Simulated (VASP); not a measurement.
# Al12H in VASP: further runs

Al12H is run at these levels: PBE+D3(BJ); tasks: single point.

All numbers are computed with VASP 6.6.1; they aren't measurements. Logs are shortened: lines on timing, memory, paths and dates and some standing lists are left out, and cuts for length are marked.

## (1) The cell of the first run

The cell holds a slab with vacuum, 13 atoms: a = 5.631 Å, b = 5.631 Å, c = 21.668 Å, α = 90.00°, β = 90.00°, γ = 120.00°.

## (2) Single point, PBE+D3(BJ)

INCAR reads:

```
PREC = Accurate
ENCUT = 520
EDIFF = 1E-6
ISMEAR = 0
SIGMA = 0.1
LREAL = F
LASPH = T
NELM = 80
ALGO = Normal
ISIF = 2
LWAVE = F
LCHARG = F
LDIPOL = T
IDIPOL = 3
DIPOL = 0.5 0.5 0.308
GGA = PE
IVDW = 12
NBANDS = 30
```

KPOINTS reads:

```
regular mesh
0
Gamma
  6 6 1
```

POSCAR reads:

```
Al12H
1.0
    5.6314608543      0.0000000000      0.0000000000
   -2.8157304272      4.8769881603      0.0000000000
    0.0000000000      0.0000000000     21.6684292099
Al H
12 1
Direct
    0.3333333333      0.1666666667      0.1846003677
    0.3333333333      0.6666666667      0.1846003677
    0.8333333333      0.1666666667      0.1846003677
    0.8333333333      0.6666666667      0.1846003677
    0.1666666667      0.3333333333      0.2900502825
    0.1666666667      0.8333333333      0.2900502825
    0.6666666667      0.3333333333      0.2900502825
    0.6666666667      0.8333333333      0.2900502825
    0.0000000000      0.0000000000      0.3954337957
    0.0000000000      0.5000000000      0.3954337957
    0.5000000000      0.0000000000      0.3954337957
    0.5000000000      0.5000000000      0.3954337957
    0.0000000000      0.2500000000      0.5246540531
```

Potentials or basis: VASP PAW PBE potentials, release 64 (Al, H).

Run with:

```bash
$ cat potpaw_PBE.64/Al/POTCAR potpaw_PBE.64/H/POTCAR > POTCAR
$ mpirun -np 1 vasp_std > vasp.out
```

OUTCAR:

```text
PREC = Accurate
   ENCUT = 520
   EDIFF = 1E-6
   ISMEAR = 0
   LREAL = F
   LASPH = T
   NELM = 80
   ISIF = 2
   GGA = PE
   IVDW = 12
 IVDW          = 12

 ion  position               nearest neighbor table
   1  0.333  0.167  0.185-   5 2.80   7 2.80   6 2.80   3 2.82   3 2.82   4 2.82   4 2.82   2 2.82
                             2 2.82
   2  0.333  0.667  0.185-   6 2.80   8 2.80   5 2.80   4 2.82   4 2.82   3 2.82   3 2.82   1 2.82
                             1 2.82
   3  0.833  0.167  0.185-   7 2.80   5 2.80   8 2.80   1 2.82   1 2.82   2 2.82   2 2.82   4 2.82
                             4 2.82
   4  0.833  0.667  0.185-   8 2.80   6 2.80   7 2.80   2 2.82   2 2.82   1 2.82   1 2.82   3 2.82
                             3 2.82
   5  0.167  0.333  0.290-  12 2.80   9 2.80  10 2.80   1 2.80   3 2.80   2 2.80   7 2.82   7 2.82
                             8 2.82   8 2.82   6 2.82   6 2.82
   6  0.167  0.833  0.290-  11 2.80  10 2.80   9 2.80   2 2.80   4 2.80   1 2.80   8 2.82   8 2.82
                             7 2.82   7 2.82   5 2.82   5 2.82
   7  0.667  0.333  0.290-  10 2.80  11 2.80  12 2.80   3 2.80   1 2.80   4 2.80   5 2.82   5 2.82
                             6 2.82   6 2.82   8 2.82   8 2.82
   8  0.667  0.833  0.290-   9 2.80  12 2.80  11 2.80   4 2.80   2 2.80   3 2.80   6 2.82   6 2.82
                             5 2.82   5 2.82   7 2.82   7 2.82
   9  0.000  0.000  0.395-   8 2.80   5 2.80   6 2.80  11 2.82  11 2.82  12 2.82  12 2.82  10 2.82
                            10 2.82
  10  0.000  0.500  0.395-   7 2.80   6 2.80   5 2.80  12 2.82  12 2.82  11 2.82  11 2.82   9 2.82
                             9 2.82
  11  0.500  0.000  0.395-   6 2.80   7 2.80   8 2.80   9 2.82   9 2.82  10 2.82  10 2.82  12 2.82
                            12 2.82
  12  0.500  0.500  0.395-   5 2.80   8 2.80   7 2.80  10 2.82  10 2.82   9 2.82   9 2.82  11 2.82
                            11 2.82
  13  0.000  0.250  0.525-

  LATTYP: Found a hexagonal cell.
 ALAT       =     5.6314608543
 C/A-ratio  =     3.8477456863

  Lattice vectors:

 A1 = (   5.6314608543,   0.0000000000,   0.0000000000)
 A2 = (  -2.8157304272,   4.8769881603,   0.0000000000)
 A3 = (   0.0000000000,   0.0000000000,  21.6684292099)

Analysis of symmetry for initial positions (statically):
=====================================================================
 Subroutine PRICEL returns:
 Original cell was already a primitive cell.

 Routine SETGRP: Setting up the symmetry group for a
 hexagonal supercell.

 Subroutine GETGRP returns: Found  2 space group operations
 (whereof  1 operations were pure point group operations)
 out of a pool of 24 trial point group operations.

The static configuration has the point symmetry C_1 .
 The point group associated with its full space group is C_1h.

Analysis of symmetry for dynamics (positions and initial velocities):
=====================================================================
 Subroutine PRICEL returns:
 Original cell was already a primitive cell.

 Routine SETGRP: Setting up the symmetry group for a
 hexagonal supercell.

 Subroutine GETGRP returns: Found  2 space group operations
 (whereof  1 operations were pure point group operations)
 out of a pool of 24 trial point group operations.

The dynamic configuration has the point symmetry C_1 .
 The point group associated with its full space group is C_1h.

 Subroutine INISYM returns: Found  2 space group operations
 (whereof  1 operations are pure point group operations),
 and found     1 'primitive' translations

----------------------------------------------------------------------------------------

                                     Primitive cell

  volume of cell :     595.1140

  direct lattice vectors                    reciprocal lattice vectors
     5.631460854  0.000000000  0.000000000     0.177573817  0.102522291  0.000000000
    -2.815730427  4.876988160  0.000000000     0.000000000  0.205044582  0.000000000
     0.000000000  0.000000000 21.668429210     0.000000000  0.000000000  0.046150092

  length of vectors
     5.631460854  5.631460854 21.668429210     0.205044582  0.205044582  0.046150092

  position of ions in fractional coordinates (direct lattice)
     0.333333333  0.166666667  0.184600368
     0.333333333  0.666666667  0.184600368
     0.833333333  0.166666667  0.184600368
     0.833333333  0.666666667  0.184600368
     0.166666667  0.333333333  0.290050282
     0.166666667  0.833333333  0.290050282
     0.666666667  0.333333333  0.290050282
     0.666666667  0.833333333  0.290050282
     0.000000000  0.000000000  0.395433796
     1.000000000  0.500000000  0.395433796
     0.500000000  0.000000000  0.395433796
     0.500000000  0.500000000  0.395433796
     1.000000000  0.250000000  0.524654053

  ion indices of the primitive-cell ions
   primitive index   ion index
                 1           1
                 2           2
                 3           3
                 4           4
                 5           5
                 6           6
                 7           7
                 8           8
                 9           9
                10          10
                11          11
                12          12
                13          13

----------------------------------------------------------------------------------------

 KPOINTS: regular mesh

Automatic generation of k-mesh.
 Grid dimensions read from file:
 generate k-points for:    6    6    1

 Generating k-lattice:

  Cartesian coordinates                     Fractional coordinates (reciprocal lattice)
     0.029595636  0.017087049  0.000000000     0.166666667 -0.000000000  0.000000000
     0.000000000  0.034174097  0.000000000     0.000000000  0.166666667  0.000000000
     0.000000000  0.000000000  0.046150092     0.000000000  0.000000000  1.000000000

  Length of vectors
     0.034174097  0.034174097  0.046150092

  Shift w.r.t. Gamma in fractional coordinates (k-lattice)
     0.000000000  0.000000000  0.000000000

 Subroutine IBZKPT returns following result:
 ===========================================

 Found     13 irreducible k-points:

 Following reciprocal coordinates:
            Coordinates               Weight
  0.000000  0.000000  0.000000      1.000000
[... 16 lines left out ...]
   dimension x,y,z NGXF=    84 NGYF=   84 NGZF=  324
   ions per type =              12   1
   NGX,Y,Z   is equivalent  to a cutoff of  12.40, 12.40, 12.43 a.u.
   NGXF,Y,Z  is equivalent  to a cutoff of  24.80, 24.80, 24.86 a.u.
 SYSTEM =  unknown system
   PREC   = accura    normal or accurate (medium, high low for compatibility)
   ISTART =      0    job   : 0-new  1-cont  2-samecut
   ICHARG =      2    charge: 1-file 2-atom 10-const
   ISPIN  =      1    spin polarized calculation?
   LNONCOLLINEAR =      F non collinear calculations
   LSORBIT =      F    spin-orbit coupling
   LASPH  =      T    aspherical Exc in radial PAW
   ENCUT  =  520.0 eV  38.22 Ry    6.18 a.u.  10.47 10.47 40.29*2*pi/ulx,y,z
   NELM   =     80;   NELMIN=  2; NELMDL= -5     # of ELM steps
   EDIFF  = 0.1E-05   stopping-criterion for ELM
   LREAL  =      F    real-space projection
   EDIFFG = 0.1E-04   stopping-criterion for IOM
   NSW    =      0    number of steps for IOM
   IBRION =     -1    ionic relax: 0-MD 1-quasi-New 2-CG
   NFREE  =      0    steps in history (QN), initial steepest desc. (CG)
   ISIF   =      2    stress and relaxation
   ISYM   =      2    0-nonsym 1-usesym 2-fastsym
   POTIM  = 0.5000    time-step for ionic-motion
   TEBEG  =    0.0;   TEEND  =   0.0 temperature during run
   PSTRESS=    0.0 pullay stress
   NELECT =      37.0000    total number of electrons
   NUPDOWN=      -1.0000    fix difference up-down
   EMIN   =  10.00;   EMAX   =-10.00  energy-range for DOS
   EFERMI =   0.00;   METHOD = LEGACY
   ISMEAR =     0;   SIGMA  =   0.10  broadening in eV -4-tet -1-fermi 0-gaus
   EFERMI_NEDOS =   21; number of points for ismear=-14 and -15
   IALGO  =     38    algorithm
   IMIX   =      4    mixing-type and parameters
     AMIX     =   0.40;   BMIX     =  1.00
     AMIX_MAG =   1.60;   BMIX_MAG =  1.00
  volume/ion in A,a.u.               =      45.78       308.93
  Fermi-wavevector in a.u.,A,eV,Ry     =   0.648548  1.225578  5.722805  0.420614
  Thomas-Fermi vector in A             =   1.717216
   LORBIT       =      0    0 simple, 1 ext, 2 COOP (PROOUT), +10 PAW based schemes
   GGA     = PE    functional components
   LHFCALC =     F    Hartree Fock is set to
   AEXX    =    0.0000 exact exchange contribution
   IVDW    =    12    specifies the selected vdW correction
   LEPSILON=     F    determine dielectric tensor
   LRPA    =     F    only Hartree local field effects (RPA)
 non-spin polarized calculation
 Gauss-broadening in eV      SIGMA  =   0.10
  energy-cutoff  :      520.00
  volume of cell :      595.11
 maximum number of plane-waves:     16060
 NGX is ok and might be reduce to    42
   NGX = 21   NGY = 21   NGZ = 81

 dipolmoment           0.000000      0.000000     -0.160380 electrons x Angstroem

 number of electron      37.0000000 magnetization

 dipolmoment           0.000000      0.000000      0.294498 electrons x Angstroem

 Free energy of the ion-electron system (eV)
  ---------------------------------------------------
  ext. energy  EPLUGINS =         0.00000000
  ---------------------------------------------------
  free energy    TOTEN  =       -43.26500768 eV

  energy without entropy =      -43.22286785  energy(sigma->0) =      -43.24393776

 E-fermi :  -0.5180     XC(G=0):  -4.3611

 val. band max:       -0.5367028192   @ k =   0.3333   0.1667   0.0000
 cond. band min:      -0.4824904928   @ k =   0.0000   0.3333   0.0000
 fundamental gap:      0.0542123264
 Fermi energy:        -0.5180395946

 k-point     1 :       0.0000    0.0000    0.0000
  band No.  band energies     occupation
      1     -11.3749      2.00000
      2      -9.6145      2.00000
      3      -6.8414      2.00000
      4      -5.3664      2.00000
      5      -5.3639      2.00000
      6      -5.3542      2.00000
[... 22 lines left out ...]
     29       2.1949      0.00000
     30       2.2432      0.00000

 k-point     2 :       0.1667    0.0000    0.0000
  band No.  band energies     occupation
      1     -11.2027      2.00000
      2      -9.4438      2.00000
      3      -7.1370      2.00000
      4      -6.6714      2.00000
      5      -6.1422      2.00000
      6      -6.1419      2.00000
[... 355 lines left out ...]
 k-point    13 :       0.3333    0.3333    0.0000
  band No.  band energies     occupation
      1      -9.3318      2.00000
      2      -9.3205      2.00000
      3      -9.3175      2.00000
      4      -7.5901      2.00000
      5      -7.5790      2.00000
      6      -7.5748      2.00000
[... 22 lines left out ...]
     29       2.9699      0.00000
     30       2.9740      0.00000

------------------------ aborting loop because EDIFF is reached ----------------------------------------

 vacuum level on the upper side and lower side of the slab       (xc-potential included)         0.780        -1.094

 Edisp (eV)   -2.91529

 E8    (eV) :    -1.3540

  FORCE on cell =-STRESS in cart. coord.  units (eV):
  Direction    XX          YY          ZZ          XY          YZ          ZX
  --------------------------------------------------------------------------------------
  -------------------------------------------------------------------------------------
  Total      -2.95360    -3.10538    -1.22589     0.13145    -0.03440    -0.05958
  in kB      -7.95173    -8.36037    -3.30036     0.35389    -0.09261    -0.16040
  external pressure =       -6.54 kB  Pullay stress =        0.00 kB

 VOLUME and BASIS-vectors are now :
 -----------------------------------------------------------------------------
  energy-cutoff  :      520.00
  volume of cell :      595.11
      direct lattice vectors                 reciprocal lattice vectors
     5.631460854  0.000000000  0.000000000     0.177573817  0.102522291  0.000000000
    -2.815730427  4.876988160  0.000000000     0.000000000  0.205044582  0.000000000
     0.000000000  0.000000000 21.668429210     0.000000000  0.000000000  0.046150092

 POSITION                                       TOTAL-FORCE (eV/Angst)
 -----------------------------------------------------------------------------------
      1.40787      0.81283      4.00000         0.075251     -0.002856     -0.098093
     -0.00000      3.25133      4.00000         0.035153      0.066597     -0.098093
      4.22360      0.81283      4.00000        -0.068284     -0.039424     -0.035988
      2.81573      3.25133      4.00000        -0.047368     -0.027348     -0.130120
      0.00000      1.62566      6.28493         0.011373      0.006566      0.101330
     -1.40787      4.06416      6.28493         0.007831      0.004521     -0.086786
      2.81573      1.62566      6.28493        -0.020535      0.035970     -0.037517
      1.40787      4.06416      6.28493         0.020883     -0.035769     -0.037517
      0.00000      0.00000      8.56843        -0.030714      0.118970      0.614067
     -1.40787      2.43849      8.56843         0.087674     -0.086084      0.614067
      2.81573      0.00000      8.56843        -0.042602     -0.024596      0.120251
      1.40787      2.43849      8.56843        -0.014773     -0.008529      0.143742
     -0.70393      1.21925     11.36843        -0.013889     -0.008019     -1.069343
 -----------------------------------------------------------------------------------
    total drift:                                0.000035      0.000020      0.000002

  FREE ENERGIE OF THE ION-ELECTRON SYSTEM (eV)
  ---------------------------------------------------
  free  energy   TOTEN  =       -46.1802983594 eV

  energy  without entropy=      -46.1381585291  energy(sigma->0) =      -46.15922844

 vacuum level on the upper side and lower side of the slab         5.256         3.325
```

Run time: 5.6 min. Hardware: 1 thread of Intel Xeon 6975P-C (Granite Rapids), shared host; peak memory 0.65 GiB.

What came out:

| Property | Result |
| --- | --- |
| Free energy | -46.1803 eV |
| Largest force | 1.069 eV/Å |
| Band gap on the k mesh | zero (an odd number of electrons rules out a gap without spin polarisation) |
| Dispersion energy per atom | -0.224 eV |

Forces in eV/Å, atoms in the order of the input:
```
Al   0.075 -0.003 -0.098
Al   0.035  0.067 -0.098
Al  -0.068 -0.039 -0.036
Al  -0.047 -0.027 -0.130
Al   0.011  0.007  0.101
Al   0.008  0.005 -0.087
Al  -0.021  0.036 -0.038
Al   0.021 -0.036 -0.038
Al  -0.031  0.119  0.614
Al   0.088 -0.086  0.614
Al  -0.043 -0.025  0.120
Al  -0.015 -0.009  0.144
H   -0.014 -0.008 -1.069
```

Levels at points of the mesh, in eV from the Fermi level:
| k point | band 15 | band 16 | band 17 | band 18 | band 19 | band 20 | band 21 | band 22 | band 23 | band 24 |
| --- | --- | --- | --- | --- | --- | --- | --- | --- | --- | --- |
| (0.00, 0.00, 0.00) | -2.78 | -2.78 | -0.70 | -0.35 | -0.35 | -0.28 | -0.13 | -0.13 | -0.04 | 1.05 |
| (0.50, 0.00, 0.00) | -0.54 | -0.53 | -0.23 | -0.17 | -0.06 | 0.98 | 0.98 | 1.33 | 1.38 | 1.76 |
| (0.00, 0.50, 0.00) | -0.54 | -0.53 | -0.26 | -0.17 | -0.04 | 0.97 | 0.99 | 1.33 | 1.38 | 1.76 |

## (3) Single point, PBE+D3(BJ)

INCAR reads:

```
SYSTEM = Al12H
ALGO = Normal
DIPOL = 0.5 0.5 0.308
EDIFF = 1E-7
ENCUT = 520
GGA = PE
IDIPOL = 3
ISIF = 2
ISMEAR = 0
IVDW = 12
LASPH = .TRUE.
LCHARG = .TRUE.
LDIPOL = .TRUE.
LELF = .TRUE.
LREAL = .FALSE.
LVACPOTAV = .TRUE.
LVHAR = .TRUE.
LWAVE = .FALSE.
NBANDS = 30
NELM = 60
PREC = Accurate
SIGMA = 0.1
```

KPOINTS reads:

```
k-points
0
G
  6 6 1
  0 0 0
```

Changes to POSCAR since step 2:

```diff
@@ -20,2 +20,2 @@
     0.5000000000      0.5000000000      0.3954337957
-    0.0000000000      0.2500000000      0.5246540531
+    0.0833333333      0.1666666667      0.5246540531
```

Potentials or basis: VASP PAW PBE potentials, release 64 (Al, H).

Run with:

```bash
$ cat potpaw_PBE.64/Al/POTCAR potpaw_PBE.64/H/POTCAR > POTCAR
$ mpirun -np 1 vasp_std > vasp.out
```

Wall time 6 min (1 thread of Intel Xeon 6975P-C (Granite Rapids), shared host); peak memory 0.68 GiB.

Results (log left out):

| Quantity | Value |
| --- | --- |
| Free energy | -46.2207 eV |
| Largest force | 1.159 eV/Å |
| Band gap on the k mesh | zero (an odd number of electrons rules out a gap without spin polarisation) |
| Dispersion energy per atom | -0.224 eV |

Forces in eV/Å, atoms in the order of the input:
```
Al   0.081 -0.009 -0.081
Al   0.000  0.070 -0.073
Al  -0.081 -0.009 -0.081
Al   0.000 -0.047 -0.127
Al   0.000  0.074  0.095
Al   0.050 -0.060 -0.040
Al   0.000  0.060 -0.068
Al  -0.050 -0.060 -0.040
Al   0.000  0.175  1.118
Al   0.021 -0.026  0.189
Al   0.000 -0.010  0.069
Al  -0.021 -0.026  0.189
H    0.000 -0.134 -1.152
```

Levels at points of the mesh, in eV from the Fermi level:
| k point | band 15 | band 16 | band 17 | band 18 | band 19 | band 20 | band 21 | band 22 | band 23 | band 24 |
| --- | --- | --- | --- | --- | --- | --- | --- | --- | --- | --- |
| (0.00, 0.00, 0.00) | -2.78 | -2.78 | -0.72 | -0.36 | -0.35 | -0.28 | -0.13 | -0.13 | -0.01 | 1.06 |
| (0.50, 0.00, 0.00) | -0.54 | -0.53 | -0.26 | -0.17 | -0.05 | 0.97 | 0.99 | 1.33 | 1.38 | 1.76 |
| (0.00, 0.50, 0.00) | -0.53 | -0.53 | -0.23 | -0.17 | -0.09 | 0.97 | 0.98 | 1.33 | 1.39 | 1.76 |

## (4) Single point, PBE+D3(BJ)

INCAR reads:

```
PREC = Accurate
ENCUT = 520
EDIFF = 1E-7
ISMEAR = 0
SIGMA = 0.1
LREAL = F
LASPH = T
NELM = 60
ALGO = Normal
ISIF = 2
LWAVE = F
LCHARG = F
LDIPOL = T
IDIPOL = 3
DIPOL = 0.5 0.5 0.308
GGA = PE
IVDW = 12
NBANDS = 30
```

KPOINTS reads:

```
Automatic mesh
0
Gamma
  6 6 1
```

Changes to POSCAR since step 3:

```diff
@@ -20,2 +20,2 @@
     0.5000000000      0.5000000000      0.3954337957
-    0.0833333333      0.1666666667      0.5246540531
+    0.1666666667      0.0833333333      0.5246540531
```

Run with:

```bash
$ cat potpaw_PBE.64/Al/POTCAR potpaw_PBE.64/H/POTCAR > POTCAR
$ mpirun -np 1 vasp_std > vasp.out
```

It took 6.2 min on 1 thread of Intel Xeon 6975P-C (Granite Rapids), shared host; peak memory 0.67 GiB.

The run converged. Its results:

```yaml
Free_energy: -46.2257 eV
Largest_force: 1.163 eV/Å
Band_gap_on_the_k_mesh: zero (an odd number of electrons rules out a gap without spin polarisation)
Dispersion_energy_per_atom: -0.224 eV
```

Forces in eV/Å, atoms in the order of the input:
```
Al   0.042  0.025 -0.047
Al   0.007  0.004 -0.083
Al  -0.049  0.037 -0.123
Al   0.008 -0.061 -0.123
Al  -0.004  0.060  0.039
Al   0.049 -0.034  0.039
Al   0.020  0.012 -0.052
Al  -0.072 -0.041 -0.066
Al   0.112  0.065  1.107
Al  -0.018 -0.010  0.097
Al   0.007 -0.006  0.184
Al  -0.002  0.009  0.184
H   -0.102 -0.059 -1.157
```

Levels at points of the mesh, in eV from the Fermi level:
| k point | band 15 | band 16 | band 17 | band 18 | band 19 | band 20 | band 21 | band 22 | band 23 | band 24 |
| --- | --- | --- | --- | --- | --- | --- | --- | --- | --- | --- |
| (0.00, 0.00, 0.00) | -2.78 | -2.78 | -0.73 | -0.35 | -0.35 | -0.24 | -0.13 | -0.13 | -0.04 | 1.05 |
| (0.50, 0.00, 0.00) | -0.54 | -0.53 | -0.30 | -0.17 | -0.01 | 0.97 | 1.00 | 1.33 | 1.38 | 1.76 |
| (0.00, 0.50, 0.00) | -0.54 | -0.53 | -0.25 | -0.17 | -0.06 | 0.98 | 0.98 | 1.33 | 1.38 | 1.76 |

## (5) The runs side by side

| cell | gap on the mesh (eV) | largest force (eV/Å) |
| --- | --- | --- |
| as given, atomic positions A | none | 1.07 |
| as given, atomic positions B | none | 1.16 |
| as given, atomic positions C | none | 1.16 |

Alike in all rows: task single point; level PBE+D3(BJ); potentials or basis VASP PAW PBE potentials, release 64 (Al, H); no spin polarisation; k mesh 6 × 6 × 1; cutoff (eV) 520; smearing gaussian 0.1 eV.

Total energies depend on the potentials used, so only differences within one code and one set of settings carry meaning.
